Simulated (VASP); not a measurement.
# BeS (F-43m) in VASP: further runs

Runs on BeS. Level: PBE0. Tasks: single point.

Program: VASP 6.6.1. These are calculated values, not measurements. Logs are shortened: lines on timing, memory, paths and dates and some standing lists are left out, and cuts for length are marked.

### Step 1. The cell of the first run

The structure is cubic, space group F-43m (No. 216). The conventional cell has a = 4.850 Å, b = 4.850 Å, c = 4.850 Å, α = 90.00°, β = 90.00°, γ = 90.00°. S (site symmetry -43m) has 4 Be at 2.10 Å within 2.8 Å. Be (site symmetry -43m) has 4 S at 2.10 Å within 2.8 Å.

### Step 2. Single point, PBE0

POSCAR reads:

```
BeS
1.0
    0.0000000000      2.4250000000      2.4250000000
    2.4250000000      0.0000000000      2.4250000000
    2.4250000000      2.4250000000      0.0000000000
S Be
1 1
Direct
    0.7500000000      0.7500000000      0.7500000000
    0.0000000000      0.0000000000      0.0000000000
```

INCAR.step1 reads:

```
PREC = Accurate ; ENCUT = 520
EDIFF = 1E-5 ; ISMEAR = 0
SIGMA = 0.1 ; LREAL = F
LASPH = T ; NELM = 60
ALGO = Normal ; ISIF = 2
LWAVE = T ; LCHARG = F
NBANDS = 11 ; GGA = PE
```

INCAR.step2 reads:

```
PREC = Accurate ; ENCUT = 520
EDIFF = 1E-7 ; ISMEAR = 0
SIGMA = 0.1 ; LREAL = F
LASPH = T ; NELM = 60
ALGO = Normal ; ISIF = 2
LWAVE = F ; LCHARG = F
GGA = PE ; LHFCALC = T
AEXX = 0.25 ; PRECFOCK = Normal
NBANDS = 11 ; ISTART = 1
```

KPOINTS reads:

```
regular mesh
0
Gamma
  5 5 5
```

Potentials or basis: VASP PAW PBE potentials, release 64 (S, Be).

Launch:

```console
> cat potpaw_PBE.64/S/POTCAR potpaw_PBE.64/Be/POTCAR > POTCAR
> cp INCAR.step1 INCAR
> mpirun -np 1 vasp_std > vasp.out
> cp INCAR.step2 INCAR
> mpirun -np 1 vasp_std > vasp.out
```

OUTCAR:

```text
PREC = Accurate
   ENCUT = 520
   EDIFF = 1E-7
   ISMEAR = 0
   LREAL = F
   LASPH = T
   NELM = 60
   ISIF = 2
   GGA = PE
   LHFCALC = T
   AEXX = 0.25
   PRECFOCK = Normal
   ISTART = 1

 ion  position               nearest neighbor table
   1  0.750  0.750  0.750-   2 2.10   2 2.10   2 2.10   2 2.10
   2  0.000  0.000  0.000-   1 2.10   1 2.10   1 2.10   1 2.10

  LATTYP: Found a face centered cubic cell.
 ALAT       =     4.8500000000

  Lattice vectors:

 A1 = (   0.0000000000,   2.4250000000,   2.4250000000)
 A2 = (   2.4250000000,   0.0000000000,   2.4250000000)
 A3 = (   2.4250000000,   2.4250000000,   0.0000000000)

Analysis of symmetry for initial positions (statically):
=====================================================================
 Subroutine PRICEL returns:
 Original cell was already a primitive cell.

 Routine SETGRP: Setting up the symmetry group for a
 face centered cubic supercell.

 Subroutine GETGRP returns: Found 24 space group operations
 (whereof 24 operations were pure point group operations)
 out of a pool of 48 trial point group operations.

The static configuration has the point symmetry T_d .

Analysis of symmetry for dynamics (positions and initial velocities):
=====================================================================
 Subroutine PRICEL returns:
 Original cell was already a primitive cell.

 Routine SETGRP: Setting up the symmetry group for a
 face centered cubic supercell.

 Subroutine GETGRP returns: Found 24 space group operations
 (whereof 24 operations were pure point group operations)
 out of a pool of 48 trial point group operations.

The dynamic configuration has the point symmetry T_d .

 Subroutine INISYM returns: Found 24 space group operations
 (whereof 24 operations are pure point group operations),
 and found     1 'primitive' translations

----------------------------------------------------------------------------------------

                                     Primitive cell

  volume of cell :      28.5210

  direct lattice vectors                    reciprocal lattice vectors
     0.000000000  2.425000000  2.425000000    -0.206185567  0.206185567  0.206185567
     2.425000000  0.000000000  2.425000000     0.206185567 -0.206185567  0.206185567
     2.425000000  2.425000000  0.000000000     0.206185567  0.206185567 -0.206185567

  length of vectors
     3.429467889  3.429467889  3.429467889     0.357123878  0.357123878  0.357123878

  position of ions in fractional coordinates (direct lattice)
     0.750000000  0.750000000  0.750000000
     0.000000000  0.000000000  0.000000000

  ion indices of the primitive-cell ions
   primitive index   ion index
                 1           1
                 2           2

----------------------------------------------------------------------------------------

 KPOINTS: regular mesh

Automatic generation of k-mesh.
 Grid dimensions read from file:
 generate k-points for:    5    5    5

 Generating k-lattice:

  Cartesian coordinates                     Fractional coordinates (reciprocal lattice)
    -0.041237113  0.041237113  0.041237113     0.200000000  0.000000000  0.000000000
     0.041237113 -0.041237113  0.041237113     0.000000000  0.200000000  0.000000000
     0.041237113  0.041237113 -0.041237113     0.000000000  0.000000000  0.200000000

  Length of vectors
     0.071424776  0.071424776  0.071424776

  Shift w.r.t. Gamma in fractional coordinates (k-lattice)
     0.000000000  0.000000000  0.000000000

 Subroutine IBZKPT returns following result:
 ===========================================

 Found     10 irreducible k-points:

 Following reciprocal coordinates:
            Coordinates               Weight
  0.000000  0.000000  0.000000      1.000000
  0.200000  0.000000  0.000000      8.000000
  0.400000  0.000000  0.000000      8.000000
  0.200000  0.200000  0.000000      6.000000
  0.400000  0.200000  0.000000     24.000000
 -0.400000  0.200000  0.000000     24.000000
 -0.200000  0.200000  0.000000     12.000000
  0.400000  0.400000  0.000000      6.000000
 -0.400000  0.400000  0.000000     12.000000
 -0.400000  0.400000  0.200000     24.000000
   k-points           NKPTS =     10   k-points in BZ     NKDIM =    125   number of bands    NBANDS=     11
   number of dos      NEDOS =    301   number of ions     NIONS =      2
   total plane-waves  NPLWV =  21952
   dimension x,y,z NGX =    28 NGY =   28 NGZ =   28
   dimension x,y,z NGXF=    56 NGYF=   56 NGZF=   56
   ions per type =               1   1
   NGX,Y,Z   is equivalent  to a cutoff of  13.57, 13.57, 13.57 a.u.
   NGXF,Y,Z  is equivalent  to a cutoff of  27.15, 27.15, 27.15 a.u.
 SYSTEM =  unknown system
   PREC   = accura    normal or accurate (medium, high low for compatibility)
   ISTART =      1    job   : 0-new  1-cont  2-samecut
   ICHARG =      0    charge: 1-file 2-atom 10-const
   ISPIN  =      1    spin polarized calculation?
   LNONCOLLINEAR =      F non collinear calculations
   LSORBIT =      F    spin-orbit coupling
   LASPH  =      T    aspherical Exc in radial PAW
   ENCUT  =  520.0 eV  38.22 Ry    6.18 a.u.   6.38  6.38  6.38*2*pi/ulx,y,z
   NELM   =     60;   NELMIN=  2; NELMDL=  0     # of ELM steps
   EDIFF  = 0.1E-06   stopping-criterion for ELM
   LREAL  =      F    real-space projection
   EDIFFG = 0.1E-05   stopping-criterion for IOM
   NSW    =      0    number of steps for IOM
   IBRION =     -1    ionic relax: 0-MD 1-quasi-New 2-CG
   NFREE  =      0    steps in history (QN), initial steepest desc. (CG)
   ISIF   =      2    stress and relaxation
   ISYM   =      3    0-nonsym 1-usesym 2-fastsym
   POTIM  = 0.5000    time-step for ionic-motion
   TEBEG  =    0.0;   TEEND  =   0.0 temperature during run
   PSTRESS=    0.0 pullay stress
   NELECT =       8.0000    total number of electrons
   NUPDOWN=      -1.0000    fix difference up-down
   EMIN   =  10.00;   EMAX   =-10.00  energy-range for DOS
   EFERMI =   0.00;   METHOD = LEGACY
   ISMEAR =     0;   SIGMA  =   0.10  broadening in eV -4-tet -1-fermi 0-gaus
   EFERMI_NEDOS =   21; number of points for ismear=-14 and -15
   IALGO  =     38    algorithm
   IMIX   =      1    mixing-type and parameters
     AMIX     =   0.40;   BMIX     =  1.00
     AMIX_MAG =   1.60;   BMIX_MAG =  1.00
  volume/ion in A,a.u.               =      14.26        96.23
  Fermi-wavevector in a.u.,A,eV,Ry     =   1.071642  2.025110 15.625158  1.148417
  Thomas-Fermi vector in A             =   2.207388
   LORBIT       =      0    0 simple, 1 ext, 2 COOP (PROOUT), +10 PAW based schemes
   GGA     = PE    functional components
   LHFCALC =     T    Hartree Fock is set to
   PRECFOCK=normal    Normal, Fast or Accurate (Low or Medium for compatibility)
   ENCUT4O =  -1.0   cutoff for four orbital integrals eV
   NKREDX  =     1    reduce k-point grid by
   NKREDY  =     1    reduce k-point grid by
   NKREDZ  =     1    reduce k-point grid by
   AEXX    =    0.2500 exact exchange contribution
   HFSCREEN=    0.0000 screening length (either q_TF or 0.3 A-1)
   HFSCREENC=   0.0000 screening length for correlation (either q_TF or 0.3 A-1)
   ENCUTFOCK=  -1.0 apply spherical cutoff to Coloumb kernel
   IVDW    =     0    specifies the selected vdW correction
   LEPSILON=     F    determine dielectric tensor
   LRPA    =     F    only Hartree local field effects (RPA)
 non-spin polarized calculation
 Gauss-broadening in eV      SIGMA  =   0.10
  energy-cutoff  :      520.00
  volume of cell :       28.52
 maximum number of plane-waves:       785
 NGX is ok and might be reduce to    28
  NGX = 20; NGY = 20; NGZ = 20

 number of electron       7.9999999 magnetization

 Free energy of the ion-electron system (eV)
  ---------------------------------------------------
  ext. energy  EPLUGINS =         0.00000000
  ---------------------------------------------------
  free energy    TOTEN  =       -11.99404688 eV

  energy without entropy =      -11.99404688  energy(sigma->0) =      -11.99404688

 E-fermi :   3.5965     XC(G=0):  -7.6961

 val. band max:        3.1355625889   @ k =   0.0000   0.0000   0.0000
 cond. band min:       8.2458135430   @ k =   0.4000   0.4000   0.0000
 fundamental gap:      5.1102509541
 Fermi energy:         3.5964506867

 k-point     1 :       0.0000    0.0000    0.0000
  band No.  band energies     occupation
      1     -11.9973      2.00000
      2       3.1356      2.00000
      3       3.1356      2.00000
      4       3.1356      2.00000
      5      10.7652      0.00000
      6      10.7652      0.00000
      7      10.7652      0.00000
      8      10.9446      0.00000
      9      18.1938      0.00000
     10      18.1938      0.00000
     11      20.1685      0.00000

 k-point     2 :       0.2000    0.0000    0.0000
  band No.  band energies     occupation
      1     -11.5109      2.00000
      2       0.4512      2.00000
      3       2.6678      2.00000
      4       2.6678      2.00000
      5      10.6231      0.00000
      6      11.5388      0.00000
      7      11.5388      0.00000
      8      13.6832      0.00000
      9      17.0934      0.00000
     10      17.0934      0.00000
     11      19.6852      0.00000

 k-point     3 :       0.4000    0.0000    0.0000
  band No.  band energies     occupation
      1     -10.4546      2.00000
      2      -2.7402      2.00000
      3       2.0878      2.00000
      4       2.0878      2.00000
      5      10.5210      0.00000
      6      11.7405      0.00000
      7      11.7405      0.00000
      8      16.2188      0.00000
      9      19.1091      0.00000
     10      19.1091      0.00000
     11      19.9885      0.00000
[... 71 lines left out ...]
 k-point     9 :      -0.4000    0.4000    0.0000
  band No.  band energies     occupation
      1      -9.5974      2.00000
      2      -2.1022      2.00000
      3      -0.9847      2.00000
      4       0.5616      2.00000
      5       8.9586      0.00000
      6      11.6599      0.00000
      7      16.6860      0.00000
      8      17.3090      0.00000
      9      18.2343      0.00000
     10      19.5768      0.00000
     11      23.0401      0.00000

 k-point    10 :      -0.4000    0.4000    0.2000
  band No.  band energies     occupation
      1      -9.7597      2.00000
      2      -1.9185      2.00000
      3      -0.7381      2.00000
      4       0.3128      2.00000
      5      11.0348      0.00000
      6      12.3078      0.00000
      7      13.3945      0.00000
      8      16.6789      0.00000
      9      17.5838      0.00000
     10      20.2829      0.00000
     11      23.0268      0.00000

------------------------ aborting loop because EDIFF is reached ----------------------------------------

  FORCE on cell =-STRESS in cart. coord.  units (eV):
  Direction    XX          YY          ZZ          XY          YZ          ZX
  --------------------------------------------------------------------------------------
  -------------------------------------------------------------------------------------
  Total        0.0202644      0.0202644      0.0202644      0.0000000      0.0000000     -0.0000000
  in kB        1.1383597      1.1383597      1.1383597      0.0000000      0.0000000     -0.0000000
  external PRESSURE =       1.1383597 kB  Pullay stress =       0.0000000 kB

 VOLUME and BASIS-vectors are now :
 -----------------------------------------------------------------------------
  energy-cutoff  :      520.00
  volume of cell :       28.52
      direct lattice vectors                 reciprocal lattice vectors
     0.000000000  2.425000000  2.425000000    -0.206185567  0.206185567  0.206185567
     2.425000000  0.000000000  2.425000000     0.206185567 -0.206185567  0.206185567
     2.425000000  2.425000000  0.000000000     0.206185567  0.206185567 -0.206185567

 POSITION                                       TOTAL-FORCE (eV/Angst)
 -----------------------------------------------------------------------------------
      3.63750      3.63750      3.63750         0.000000      0.000000      0.000000
      0.00000      0.00000      0.00000        -0.000000     -0.000000     -0.000000
 -----------------------------------------------------------------------------------
    total drift:                               -0.000000      0.000000      0.000000

  FREE ENERGIE OF THE ION-ELECTRON SYSTEM (eV)
  ---------------------------------------------------
  free  energy   TOTEN  =       -11.9940468797 eV

  energy  without entropy=      -11.9940468797  energy(sigma->0) =      -11.99404688
```

Wall time 4 min (1 thread of Intel Xeon Platinum 8259CL at 2.50GHz (Skylake/Cascade Lake), shared host); peak memory 0.16 GiB.

Results:

```yaml
Free_energy: -11.9940 eV
Pressure: 0.1 GPa
Band_gap_on_the_k_mesh: 5.11 eV, indirect (least direct gap 7.63 eV)
```

Levels at points of the mesh, in eV from the valence-band top:
```
           k point  band 1  band 2  band 3  band 4  band 5  band 6  band 7  band 8  band 9
(0.00, 0.00, 0.00)  -15.13    0.00    0.00    0.00    7.63    7.63    7.63    7.81   15.06
```

Caveat: the k points lie up to 0.45 Å⁻¹ apart; the PAW data sets were made with another functional, which shifts forces and pressure a little.

(Part 1 of 2 ends here.)
